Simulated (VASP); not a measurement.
Wanted: the native input for a VASP 6.6.1 run.

```yaml
Task: single point
Functional: r2SCAN
Potentials_or_basis: VASP PAW PBE potentials, release 64 (Mo_sv)
Cutoff: 520 eV
k_mesh: 24 × 24 × 24
Occupations: fermi-dirac, width 0.1 eV
Spin: no spin polarisation
Dipole_correction: no
Further_INCAR_settings: ALGO = Normal; EDIFF = 1e-06; NBANDS = 13
```

Mo:

```xyz
1
Lattice="-1.5736 1.5736 1.5736 1.5736 -1.5736 1.5736 1.5736 1.5736 -1.5736" Properties=species:S:1:pos:R:3 pbc="T T T"
Mo    0.0000    0.0000    0.0000
```

The input as run:

POSCAR

```
Mo
1.0
   -1.5735927120      1.5735927120      1.5735927120
    1.5735927120     -1.5735927120      1.5735927120
    1.5735927120      1.5735927120     -1.5735927120
Mo
1
Direct
    0.0000000000      0.0000000000      0.0000000000
```

INCAR.step1

```
PREC     = Accurate       # precision mode
ENCUT    = 520            # plane-wave cutoff, eV
ISMEAR   = -1             # smearing method
SIGMA    = 0.1            # smearing width, eV
LREAL    = False          # projectors in reciprocal space
LASPH    = True           # aspherical terms in the spheres
NELM     = 100            # most SCF steps
NBANDS   = 13             # bands
GGA      = PE             # functional
ALGO     = Normal         # electronic algorithm
EDIFF    = 1E-4           # SCF threshold, eV
LWAVE    = True           # write WAVECAR
LCHARG   = False          # write CHGCAR
```

INCAR.step2

```
PREC     = Accurate       # precision mode
ENCUT    = 520            # plane-wave cutoff, eV
EDIFF    = 1E-6           # SCF threshold, eV
ISMEAR   = -1             # smearing method
SIGMA    = 0.1            # smearing width, eV
LREAL    = False          # projectors in reciprocal space
LASPH    = True           # aspherical terms in the spheres
NELM     = 100            # most SCF steps
ALGO     = Normal         # electronic algorithm
ISIF     = 2              # what is computed and relaxed
LWAVE    = False          # write WAVECAR
LCHARG   = False          # write CHGCAR
METAGGA  = R2SCAN         # meta-GGA
LMIXTAU  = True         
NBANDS   = 13             # bands
ISTART   = 1
```

KPOINTS

```
Automatic mesh
0
Gamma
  24 24 24
```

Potentials or basis: VASP PAW PBE potentials, release 64 (Mo_sv).

Command:

```sh
$ cat potpaw_PBE.64/Mo_sv/POTCAR > POTCAR
$ cp INCAR.step1 INCAR
$ mpirun -np 1 vasp_std > vasp.out
$ cp INCAR.step2 INCAR
$ mpirun -np 1 vasp_std > vasp.out
```

It gave:

The pressure is 2.1 GPa. The band gap on the k mesh is zero (bands 7 and 8 overlap by 5.59 eV).

Caveat: the PAW data sets were made with another functional, which shifts forces and pressure a little.

Wall time 3.3 min on 1 thread of AMD EPYC 7R43 64-Core Processor (Zen 3), with other jobs on the host, peak memory 0.15 GiB.
